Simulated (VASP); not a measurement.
Crystal: YCu2S2.

```
Y Cu S
1.0
     3.92740    0.00000    0.00000
    -1.96370    3.40123    0.00000
     0.00000    0.00000    6.41411
Y Cu S
1 2 2
Direct
  0.00000 0.00000 0.00000
  0.66667 0.33333 0.65836
  0.33333 0.66667 0.34164
  0.66667 0.33333 0.26739
  0.33333 0.66667 0.73261
```

Base run:

- Program: VASP 6.6.1
- Functional: PBEsol
- Potentials or basis: VASP PAW PBE potentials, release 64 (Y_sv, Cu, S)
- Cutoff: 600 eV
- k mesh: 8 × 8 × 4
- Occupations: gaussian, width 0.2 eV
- Spin: no spin polarisation

Its results: band gap on the k mesh zero (an odd number of electrons rules out a gap without spin polarisation); pressure -4.2 GPa; largest force 0.070 eV/Å.

Task: The run is repeated on the same cell with these changes: occupations from gaussian, width 0.2 eV to gaussian, width 0.1 eV. What comes out?

Result: Band gap on the k mesh zero (an odd number of electrons rules out a gap without spin polarisation); pressure -3.6 GPa; largest force 0.074 eV/Å.

Caveats: the cell stands under tension; the PAW data sets were made with another functional, which shifts forces and pressure a little.
